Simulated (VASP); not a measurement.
The system is C.

```
C
1.0
     0.00000    2.06849    2.06849
     2.06849    0.00000    2.06849
     2.06849    2.06849    0.00000
C
3
Direct
  0.00000 0.00000 0.00000
  0.75000 0.75000 0.75000
  0.25000 0.25000 0.25000
```

| Item | Value |
| --- | --- |
| Program | VASP 6.6.1 |
| Task | relaxation of cell and atoms |
| Functional | PBE |
| Potentials or basis | VASP PAW PBE potentials, release 64 (C) |
| Cutoff | 600 eV |
| k mesh | 8 × 8 × 8 |
| Occupations | gaussian, width 0.1 eV |
| Spin | no spin polarisation |

At the start: pressure 32.9 GPa; volume 5.90 Å³/atom.

Question: How do energy, volume and symmetry change on relaxing?

Answer: Over 3 steps the energy falls by 85.5 meV/atom and the volume is 6.79 Å³/atom (+15.1 %); space group Fm-3m (No. 225, to 0.05 Å).

Step by step:
```
step  energy change (eV)  largest force (eV/Å)  pressure (GPa)  volume (Å³)
   1              0.0000                0.0000           32.86        17.70
   2             -0.2452                0.0000           -5.53        20.99
   3             -0.2566                0.0000           -0.29        20.38
```

Final structure:
```yaml
crystal:
  lattice:
    - [0.00000, 2.16789, 2.16789]
    - [2.16789, 0.00000, 2.16789]
    - [2.16789, 2.16789, 0.00000]
  atoms:
    - { symbol: C, position: [0.00000, 0.00000, 0.00000] }
    - { symbol: C, position: [0.75000, 0.75000, 0.75000] }
    - { symbol: C, position: [0.25000, 0.25000, 0.25000] }
```

Caveat: the volume moved by over 15 % at a fixed basis, so the end points are rough.
